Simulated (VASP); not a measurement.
The system is Pd.

```
Pd
1.0
     2.82800   -1.68652    0.00000
     2.82800    1.68652    0.00000
    -1.57958    0.00000    7.32197
Pd
4
Direct
  0.05040 0.05040 0.09960
  0.94960 0.94960 0.90040
  0.50500 0.50500 0.60000
  0.49500 0.49500 0.40000
```

```yaml
Program: VASP 6.6.1
Task: relaxation of cell and atoms
Functional: PBE
Potentials_or_basis: VASP PAW PBE potentials, release 64 (Pd)
Cutoff: 600 eV
k_mesh: 6 × 6 × 4
Occupations: gaussian, width 0.1 eV
Spin: no spin polarisation
```

At the start: pressure 50.3 GPa; volume 17.46 Å³/atom.

Task: How do energy, volume and symmetry change on relaxing?

Result: Over 52 steps the energy falls by 7335.5 meV/atom and the volume is 15.23 Å³/atom (-12.8 %); space group C2/m (No. 12, to 0.1 Å) before, Fm-3m (No. 225, to 0.1 Å).

The path:
```csv
step,energy change (eV),largest force (eV/Å),pressure (GPa),volume (Å³)
1,0.0000,27.8966,50.26,69.84
3,-16.4038,1.3236,-39.16,144.74
5,-21.8723,3.6680,-6.96,131.16
7,-24.0769,3.9207,4.99,104.67
9,-25.1570,0.1720,-9.75,103.82
11,-27.6332,3.5526,43.28,53.46
13,-28.0827,3.5480,15.37,60.59
15,-28.2132,2.9475,27.30,56.15
17,-28.4993,2.2484,21.39,56.98
19,-29.0131,0.6311,0.31,62.22
21,-29.0238,0.4940,-1.01,62.67
23,-29.0637,0.2771,0.56,61.93
25,-29.0663,0.2562,1.15,61.72
27,-29.0770,0.2297,-1.29,62.60
29,-29.0952,0.3103,0.22,61.95
31,-29.0983,0.3809,1.10,61.59
33,-29.1207,0.4355,0.74,61.62
35,-29.1903,0.7134,-0.39,61.71
37,-29.2828,0.3158,0.12,61.12
39,-29.2997,0.2629,-0.37,61.24
41,-29.3154,0.1599,1.69,60.47
43,-29.3246,0.1633,0.55,60.83
45,-29.3358,0.1321,-0.56,61.19
47,-29.3377,0.1107,0.83,60.68
49,-29.3397,0.0905,0.11,60.93
51,-29.3415,0.0511,-0.04,60.98
52,-29.3420,0.0338,0.15,60.91
```

Final structure:
```
CELL_PARAMETERS angstrom
2.39669 -1.38875 -0.05732
2.39669 1.38875 -0.05732
-1.43361 0.00000 9.18376
ATOMIC_POSITIONS crystal
Pd 0.12805 0.12805 0.37506
Pd 0.87195 0.87195 0.62494
Pd 0.62321 0.62321 0.87472
Pd 0.37679 0.37679 0.12528
```

Caveat: the k points lie up to 0.44 Å⁻¹ apart in the final cell; the highest band is partly filled, so the run has too few bands; a cell axis changed by over 15 % at a fixed basis, so the end point is rough.
